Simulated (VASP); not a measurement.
# ZrS2 (P-3m1) in VASP: further runs

The runs below take ZrS2 through single point, with PBE.

Everything below comes from runs of VASP 6.6.1. Logs are shortened: lines on timing, memory, paths and dates and some standing lists are left out, and cuts for length are marked.

## (1) The cell of the first run

Symmetry: P-3m1, No. 164, trigonal system. The conventional cell has a = 3.432 Å, b = 3.432 Å, c = 5.187 Å, α = 90.00°, β = 90.00°, γ = 120.00°. Within 3.3 Å of Zr (site symmetry -3m) lie 6 S at 2.48 Å. Within 3.3 Å of S (site symmetry 3m) lie 3 Zr at 2.48 Å and 3 S at 2.95 Å.

## (2) Single point, PBE

The input, INCAR:

```
SYSTEM = ZrS2
PREC = Accurate
ENCUT = 500
EDIFF = 1E-6
ISMEAR = -1
SIGMA = 0.05
LREAL = .FALSE.
LASPH = .TRUE.
NELM = 120
ALGO = Normal
ISIF = 2
LWAVE = .FALSE.
LCHARG = .FALSE.
GGA = PE
NBANDS = 19
GGA_COMPAT = .FALSE.
```

The input, KPOINTS:

```
Automatic mesh
0
G
  6 6 4
  0 0 0
```

The input, POSCAR:

```
ZrS2
1.0
    3.4321076769      0.0000000000      0.0000000000
   -1.7160538385      2.9722924368      0.0000000000
    0.0000000000      0.0000000000      5.1868169880
Zr S
1 2
Direct
    0.0000000000      0.0000000000      0.0000000000
    0.6666666667      0.3333333333      0.7110004971
    0.3333333333      0.6666666667      0.2889995029
```

Potentials or basis: VASP PAW PBE potentials, release 64 (Zr_sv, S).

Started as:

```bash
$ cat potpaw_PBE.64/Zr_sv/POTCAR potpaw_PBE.64/S/POTCAR > POTCAR
$ mpirun -np 1 vasp_std > vasp.out
```

OUTCAR:

```text
SYSTEM = ZrS2
   PREC = Accurate
   ENCUT = 500
   EDIFF = 1E-6
   ISMEAR = -1
   LREAL = .FALSE.
   LASPH = .TRUE.
   NELM = 120
   ISIF = 2
   GGA = PE

 ion  position               nearest neighbor table
   1  0.000  0.000  0.000-   2 2.48   3 2.48   2 2.48   3 2.48   2 2.48   3 2.48
   2  0.667  0.333  0.711-   1 2.48   1 2.48   1 2.48
   3  0.333  0.667  0.289-   1 2.48   1 2.48   1 2.48

  LATTYP: Found a hexagonal cell.
 ALAT       =     3.4321076769
 C/A-ratio  =     1.5112628962

  Lattice vectors:

 A1 = (   3.4321076769,   0.0000000000,   0.0000000000)
 A2 = (  -1.7160538385,   2.9722924368,   0.0000000000)
 A3 = (   0.0000000000,   0.0000000000,   5.1868169880)

Analysis of symmetry for initial positions (statically):
=====================================================================
 Subroutine PRICEL returns:
 Original cell was already a primitive cell.

 Routine SETGRP: Setting up the symmetry group for a
 hexagonal supercell.

 Subroutine GETGRP returns: Found 12 space group operations
 (whereof 12 operations were pure point group operations)
 out of a pool of 24 trial point group operations.

The static configuration has the point symmetry D_3d.

Analysis of symmetry for dynamics (positions and initial velocities):
=====================================================================
 Subroutine PRICEL returns:
 Original cell was already a primitive cell.

 Routine SETGRP: Setting up the symmetry group for a
 hexagonal supercell.

 Subroutine GETGRP returns: Found 12 space group operations
 (whereof 12 operations were pure point group operations)
 out of a pool of 24 trial point group operations.

The dynamic configuration has the point symmetry D_3d.

 Subroutine INISYM returns: Found 12 space group operations
 (whereof 12 operations are pure point group operations),
 and found     1 'primitive' translations

----------------------------------------------------------------------------------------

                                     Primitive cell

  volume of cell :      52.9119

  direct lattice vectors                    reciprocal lattice vectors
     3.432107677  0.000000000  0.000000000     0.291366150  0.168220325  0.000000000
    -1.716053838  2.972292437  0.000000000     0.000000000  0.336440650  0.000000000
     0.000000000  0.000000000  5.186816988     0.000000000  0.000000000  0.192796469

  length of vectors
     3.432107677  3.432107677  5.186816988     0.336440650  0.336440650  0.192796469

  position of ions in fractional coordinates (direct lattice)
     0.000000000  0.000000000  0.000000000
     0.666666667  0.333333333  0.711000497
     0.333333333  0.666666667  0.288999503

  ion indices of the primitive-cell ions
   primitive index   ion index
                 1           1
                 2           2
                 3           3

----------------------------------------------------------------------------------------

 KPOINTS: Automatic mesh

Automatic generation of k-mesh.
 Grid dimensions read from file:
 generate k-points for:    6    6    4

 Generating k-lattice:

  Cartesian coordinates                     Fractional coordinates (reciprocal lattice)
     0.048561025  0.028036721  0.000000000     0.166666667  0.000000000  0.000000000
     0.000000000  0.056073442  0.000000000     0.000000000  0.166666667  0.000000000
     0.000000000  0.000000000  0.048199117     0.000000000  0.000000000  0.250000000

  Length of vectors
     0.056073442  0.056073442  0.048199117

  Shift w.r.t. Gamma in fractional coordinates (k-lattice)
     0.000000000  0.000000000  0.000000000

 Subroutine IBZKPT returns following result:
 ===========================================

 Found     24 irreducible k-points:

 Following reciprocal coordinates:
            Coordinates               Weight
  0.000000  0.000000  0.000000      1.000000
  0.166667  0.000000  0.000000      6.000000
  0.333333  0.000000  0.000000      6.000000
  0.500000  0.000000  0.000000      3.000000
  0.166667  0.166667  0.000000      6.000000
  0.333333  0.166667  0.000000     12.000000
[... 16 lines left out ...]
  0.333333  0.166667  0.500000     12.000000
  0.333333  0.333333  0.500000      2.000000
   k-points           NKPTS =     24   k-points in BZ     NKDIM =     24   number of bands    NBANDS=     19
   number of dos      NEDOS =    301   number of ions     NIONS =      3
   total plane-waves  NPLWV =  31360
   dimension x,y,z NGX =    28 NGY =   28 NGZ =   40
   dimension x,y,z NGXF=    56 NGYF=   56 NGZF=   80
   ions per type =               1   2
   NGX,Y,Z   is equivalent  to a cutoff of  13.56, 13.56, 12.82 a.u.
   NGXF,Y,Z  is equivalent  to a cutoff of  27.13, 27.13, 25.64 a.u.
 SYSTEM =  ZrS2
   PREC   = accura    normal or accurate (medium, high low for compatibility)
   ISTART =      0    job   : 0-new  1-cont  2-samecut
   ICHARG =      2    charge: 1-file 2-atom 10-const
   ISPIN  =      1    spin polarized calculation?
[... 44 lines left out ...]

 Free energy of the ion-electron system (eV)
  ---------------------------------------------------
  ext. energy  EPLUGINS =         0.00000000
  ---------------------------------------------------
  free energy    TOTEN  =       -20.59511904 eV

  energy without entropy =      -20.59318954  energy(sigma->0) =      -20.59415429

 E-fermi :   8.0661     XC(G=0): -10.9839

 val. band max:        7.9318084834   @ k =   0.0000   0.0000   0.0000
 cond. band min:       8.0938479203   @ k =   0.5000   0.0000   0.5000
 fundamental gap:      0.1620394369
 Fermi energy:         8.0660831154

 k-point     1 :       0.0000    0.0000    0.0000
  band No.  band energies     occupation
      1     -40.7387      2.00000
      2     -18.9525      2.00000
      3     -18.6481      2.00000
      4     -18.6481      2.00000
      5      -6.2376      2.00000
      6      -3.4270      2.00000
[... 11 lines left out ...]
     18      13.0837      0.00000
     19      14.9311      0.00000

 k-point     2 :       0.1667    0.0000    0.0000
  band No.  band energies     occupation
      1     -40.7268      2.00000
      2     -18.9212      2.00000
      3     -18.7837      2.00000
      4     -18.6765      2.00000
      5      -5.8624      2.00000
      6      -3.5747      2.00000
[... 11 lines left out ...]
     18      14.8921      0.00000
     19      16.3586      0.00000

 k-point     3 :       0.3333    0.0000    0.0000
  band No.  band energies     occupation
      1     -40.7030      2.00000
      2     -19.0453      2.00000
      3     -18.8556      2.00000
      4     -18.7327      2.00000
      5      -4.9794      2.00000
      6      -3.8797      2.00000
[... 11 lines left out ...]
     18      15.9894      0.00000
     19      16.5317      0.00000

 k-point     4 :       0.5000    0.0000    0.0000
  band No.  band energies     occupation
      1     -40.6910      2.00000
      2     -19.1699      2.00000
      3     -18.8232      2.00000
      4     -18.7604      2.00000
      5      -4.3610      2.00000
      6      -4.1007      2.00000
[... 11 lines left out ...]
     18      14.8393      0.00000
     19      17.1363      0.00000

 k-point     5 :       0.1667    0.1667    0.0000
  band No.  band energies     occupation
      1     -40.7090      2.00000
      2     -18.9548      2.00000
      3     -18.8741      2.00000
      4     -18.7445      2.00000
      5      -5.2252      2.00000
      6      -3.7900      2.00000
[... 11 lines left out ...]
     18      16.8633      0.00000
     19      17.0708      0.00000
[... 334 lines left out ...]
      2     -19.1684      2.00000
      3     -18.8264      2.00000
      4     -18.7602      2.00000
      5      -4.8149      2.00000
      6      -3.5035      2.00000
[... 11 lines left out ...]
     18      15.2990      0.00000
     19      15.3388      0.00000

 k-point    22 :       0.1667    0.1667    0.5000
  band No.  band energies     occupation
      1     -40.7089      2.00000
      2     -18.9537      2.00000
      3     -18.8791      2.00000
      4     -18.7443      2.00000
      5      -4.9409      2.00000
      6      -4.1199      2.00000
[... 11 lines left out ...]
     18      16.1034      0.00000
     19      16.2372      0.00000

 k-point    23 :       0.3333    0.1667    0.5000
  band No.  band energies     occupation
      1     -40.6910      2.00000
      2     -19.1013      2.00000
      3     -18.8370      2.00000
      4     -18.8221      2.00000
      5      -4.6554      2.00000
      6      -3.7306      2.00000
[... 11 lines left out ...]
     18      15.1672      0.00000
     19      16.5433      0.00000

 k-point    24 :       0.3333    0.3333    0.5000
  band No.  band energies     occupation
      1     -40.6850      2.00000
      2     -19.0067      2.00000
      3     -19.0067      2.00000
      4     -18.8113      2.00000
      5      -4.1179      2.00000
      6      -4.1179      2.00000
[... 11 lines left out ...]
     18      16.3482      0.00000
     19      17.4923      0.00000

------------------------ aborting loop because EDIFF is reached ----------------------------------------

  FORCE on cell =-STRESS in cart. coord.  units (eV):
  Direction    XX          YY          ZZ          XY          YZ          ZX
  --------------------------------------------------------------------------------------
  -------------------------------------------------------------------------------------
  Total        6.5885397      6.5885397      6.6039582     -0.0000000     -0.0000000      0.0000000
  in kB      199.5016004    199.5016004    199.9684754     -0.0000000     -0.0000000      0.0000000
  external PRESSURE =     199.6572254 kB  Pullay stress =       0.0000000 kB

 VOLUME and BASIS-vectors are now :
 -----------------------------------------------------------------------------
  energy-cutoff  :      500.00
  volume of cell :       52.91
      direct lattice vectors                 reciprocal lattice vectors
     3.432107677  0.000000000  0.000000000     0.291366150  0.168220325  0.000000000
    -1.716053838  2.972292437  0.000000000     0.000000000  0.336440650  0.000000000
     0.000000000  0.000000000  5.186816988     0.000000000  0.000000000  0.192796469

 POSITION                                       TOTAL-FORCE (eV/Angst)
 -----------------------------------------------------------------------------------
      0.00000      0.00000      0.00000         0.000000     -0.000000      0.000000
      1.71605      0.99076      3.68783         0.000000      0.000000     -0.000544
     -0.00000      1.98153      1.49899        -0.000000     -0.000000      0.000544
 -----------------------------------------------------------------------------------
    total drift:                                0.000000     -0.000000     -0.000000

  FREE ENERGIE OF THE ION-ELECTRON SYSTEM (eV)
  ---------------------------------------------------
  free  energy   TOTEN  =       -20.5951190362 eV

  energy  without entropy=      -20.5931895366  energy(sigma->0) =      -20.59415429
```

It took 22 s on 1 thread of Intel Xeon Platinum 8259CL at 2.50GHz (Skylake/Cascade Lake), shared host; peak memory 0.18 GiB.

Results:

- Free energy: -20.5951 eV
- Pressure: 20.0 GPa
- Band gap on the k mesh: zero (bands 12 and 13 overlap by 0.50 eV)

Levels at points of the mesh, in eV from the Fermi level:
```tsv
k point	band 8	band 9	band 10	band 11	band 12	band 13	band 14	band 15	band 16	band 17
(0.00, 0.00, 0.00)	-3.23	-3.23	-0.13	-0.13	0.53	1.45	1.45	1.67	4.07	4.07
(0.50, 0.00, 0.00)	-3.66	-3.38	-2.81	-2.39	-2.08	0.26	3.80	4.36	6.08	6.43
(0.00, 0.00, 0.50)	-3.17	-3.01	-3.01	-0.84	-0.84	1.27	1.27	2.34	5.59	5.59
(0.50, 0.00, 0.50)	-4.90	-3.55	-3.02	-0.80	-0.57	0.03	3.75	4.33	4.66	4.86
```

Caveat: the cell stands under pressure.

## (3) Single point, PBE

This run uses another cell than the first one, of 19.43 Å³/atom.

The input, INCAR:

```
PREC = Accurate
ENCUT = 500
EDIFF = 1E-6
ISMEAR = -1
SIGMA = 0.05
LREAL = F
LASPH = T
NELM = 120
ALGO = Normal
ISIF = 2
LWAVE = F
LCHARG = F
GGA = PE
NBANDS = 19
GGA_COMPAT = F
```

The input, KPOINTS:

```
regular mesh
0
Gamma
  6 6 4
```

The input, POSCAR:

```
ZrS2
1.0
    3.5408781360      0.0000000000      0.0000000000
   -1.7704390680      3.0664904175      0.0000000000
    0.0000000000      0.0000000000      5.3686543287
Zr S
1 2
Direct
    0.0000000000      0.0000000000      0.0000000000
    0.6666666667      0.3333333333      0.7249279261
    0.3333333333      0.6666666667      0.2750720739
```

Potentials or basis: VASP PAW PBE potentials, release 64 (Zr_sv, S).

Started as:

```bash
$ cat potpaw_PBE.64/Zr_sv/POTCAR potpaw_PBE.64/S/POTCAR > POTCAR
$ mpirun -np 1 vasp_std > vasp.out
```

Run time: 22 s. Hardware: 1 thread of Intel Xeon Platinum 8259CL at 2.50GHz (Skylake/Cascade Lake), shared host; peak memory 0.18 GiB.

The run converged. Its results:

- Free energy: -21.0856 eV
- Pressure: 10.0 GPa
- Largest force: 0.004 eV/Å

Forces in eV/Å, atoms in the order of the input:
```
Zr   0.000  0.000  0.000
S    0.000  0.000 -0.004
S    0.000  0.000  0.004
```

Levels at points of the mesh, in eV from the Fermi level:
| k point | band 8 | band 9 | band 10 | band 11 | band 12 | band 13 | band 14 | band 15 | band 16 | band 17 |
| --- | --- | --- | --- | --- | --- | --- | --- | --- | --- | --- |
| (0.00, 0.00, 0.00) | -3.42 | -3.42 | -0.51 | -0.51 | 0.02 | 1.11 | 1.11 | 1.64 | 4.05 | 4.05 |
| (0.50, 0.00, 0.00) | -3.39 | -3.39 | -3.03 | -2.71 | -2.08 | 0.28 | 3.14 | 3.58 | 5.61 | 5.73 |
| (0.00, 0.00, 0.50) | -3.28 | -3.28 | -2.99 | -0.95 | -0.95 | 1.00 | 1.00 | 2.13 | 5.08 | 5.08 |
| (0.50, 0.00, 0.50) | -4.55 | -3.51 | -3.04 | -1.25 | -0.99 | 0.08 | 3.11 | 3.56 | 4.51 | 4.89 |

Caveat: the cell stands under pressure.

## (4) Single point, PBE

This run uses another cell than the first one, of 20.91 Å³/atom.

The input, INCAR:

```
SYSTEM = ZrS2
PREC = Accurate ; ENCUT = 500
EDIFF = 1E-6 ; ISMEAR = -1
SIGMA = 0.05 ; LREAL = .FALSE.
LASPH = .TRUE. ; NELM = 120
ALGO = Normal ; ISIF = 2
LWAVE = .FALSE. ; LCHARG = .FALSE.
GGA = PE ; NBANDS = 19
GGA_COMPAT = .FALSE.
```

The input, KPOINTS:

```
regular mesh
0
G
  6 6 4
  0 0 0
```

The input, POSCAR:

```
ZrS2
1.0
    3.6062113505      0.0000000000      0.0000000000
   -1.8031056752      3.1230706409      0.0000000000
    0.0000000000      0.0000000000      5.5686641970
Zr S
1 2
Direct
    0.0000000000      0.0000000000      0.0000000000
    0.6666666667      0.3333333333      0.7371730552
    0.3333333333      0.6666666667      0.2628269448
```

Started as:

```bash
$ cat potpaw_PBE.64/Zr_sv/POTCAR potpaw_PBE.64/S/POTCAR > POTCAR
$ mpirun -np 1 vasp_std > vasp.out
```

Wall time 28 s (1 thread of Intel Xeon Platinum 8259CL at 2.50GHz (Skylake/Cascade Lake), shared host); peak memory 0.18 GiB.

It converged, with:

* Free energy: -21.2886 eV
* Pressure: 5.0 GPa
* Largest force: 0.005 eV/Å
* Band gap on the k mesh: 0.44 eV (least direct gap 1.28 eV)

Forces on the atoms (eV/Å):
```
Zr   0.000  0.000  0.000
S    0.000  0.000 -0.005
S    0.000  0.000  0.005
```

Levels at points of the mesh, in eV from the valence-band top:
| k point | band 8 | band 9 | band 10 | band 11 | band 12 | band 13 | band 14 | band 15 | band 16 | band 17 |
| --- | --- | --- | --- | --- | --- | --- | --- | --- | --- | --- |
| (0.00, 0.00, 0.00) | -3.16 | -3.16 | -0.36 | -0.36 | 0.00 | 1.28 | 1.28 | 1.94 | 4.42 | 4.42 |
| (0.50, 0.00, 0.00) | -3.01 | -2.93 | -2.81 | -2.44 | -1.70 | 0.64 | 3.13 | 3.50 | 5.65 | 5.69 |
| (0.00, 0.00, 0.50) | -3.07 | -3.07 | -2.47 | -0.64 | -0.64 | 1.21 | 1.21 | 2.36 | 5.12 | 5.12 |
| (0.50, 0.00, 0.50) | -3.93 | -3.12 | -2.71 | -1.17 | -0.92 | 0.44 | 3.11 | 3.48 | 4.79 | 5.27 |

Caveat: the cell stands under pressure. A k mesh can miss the band edges.

## (5) Single point, PBE

This run uses another cell than the first one, of 26.52 Å³/atom.

The input, INCAR:

```
SYSTEM = ZrS2
PREC     = Accurate       ! precision mode
ENCUT    = 500            ! plane-wave cutoff, eV
EDIFF    = 1E-6           ! SCF threshold, eV
ISMEAR   = -1             ! smearing method
SIGMA    = 0.05           ! smearing width, eV
LREAL    = .FALSE.        ! projectors in reciprocal space
LASPH    = .TRUE.         ! aspherical terms in the spheres
NELM     = 120            ! most SCF steps
ALGO     = Normal         ! electronic algorithm
ISIF     = 2              ! what is computed and relaxed
LWAVE    = .FALSE.        ! write WAVECAR
LCHARG   = .FALSE.        ! write CHGCAR
GGA      = PE             ! functional
NBANDS   = 19             ! bands
GGA_COMPAT= .FALSE.
```

KPOINTS is that of step 4.

The input, POSCAR:

```
ZrS2
1.0
    3.6890336523      0.0000000000      0.0000000000
   -1.8445168262      3.1947968583      0.0000000000
    0.0000000000      0.0000000000      6.7517103248
Zr S
1 2
Direct
    0.0000000000      0.0000000000      0.0000000000
    0.6666666667      0.3333333333      0.7858708313
    0.3333333333      0.6666666667      0.2141291687
```

Started as:

```bash
$ cat potpaw_PBE.64/Zr_sv/POTCAR potpaw_PBE.64/S/POTCAR > POTCAR
$ mpirun -np 1 vasp_std > vasp.out
```

Run time: 28 s. Hardware: 1 thread of Intel Xeon Platinum 8259CL at 2.50GHz (Skylake/Cascade Lake), shared host; peak memory 0.19 GiB.

It converged, with:

```yaml
Free_energy: -21.4338 eV
Pressure: 0.0 GPa
Largest_force: 0.008 eV/Å
Band_gap_on_the_k_mesh: 1.14 eV (least direct gap 1.69 eV)
```

Forces on the atoms (eV/Å):
```
Zr   0.000  0.000  0.000
S    0.000  0.000 -0.008
S    0.000  0.000  0.008
```

Levels at points of the mesh, in eV from the valence-band top:
```tsv
k point	band 10	band 11	band 12	band 13	band 14	band 15
(0.00, 0.00, 0.00)	-0.39	0.00	0.00	1.69	1.69	2.51
(0.50, 0.00, 0.00)	-2.19	-1.29	-0.96	1.25	3.35	3.62
(0.00, 0.00, 0.50)	-1.14	-0.02	-0.02	1.68	1.68	2.77
(0.50, 0.00, 0.50)	-2.16	-0.95	-0.91	1.14	3.35	3.62
```

Caveat: this functional lacks dispersion, which binds the layers, so the pressure and a relaxed spacing across them are unreliable.

## (6) Overview

```tsv
cell	gap on the mesh (eV)	pressure (GPa)	largest force (eV/Å)
a = 3.432, b = 3.432, c = 5.187 Å, angles 90.0, 90.0, 120.0°, 3 atoms, atomic positions A	none	20.0	-
a = 3.541, b = 3.541, c = 5.369 Å, angles 90.0, 90.0, 120.0°, 3 atoms, atomic positions B	-	10.0	-
a = 3.606, b = 3.606, c = 5.569 Å, angles 90.0, 90.0, 120.0°, 3 atoms, atomic positions C	0.44	5.0	0.01
a = 3.689, b = 3.689, c = 6.752 Å, angles 90.0, 90.0, 120.0°, 3 atoms, atomic positions D	1.14	0.0	0.01
```

Alike in all rows: task single point; level PBE; potentials or basis VASP PAW PBE potentials, release 64 (Zr_sv, S); no spin polarisation; k mesh 6 × 6 × 4; cutoff (eV) 500; smearing fermi-dirac 0.05 eV.

Caveats: the cell stands under pressure (at least some runs); this functional lacks dispersion, which binds the layers, so the pressure and a relaxed spacing across them are unreliable (at least some runs).

Absolute energies hang on the potentials; compare differences alone.
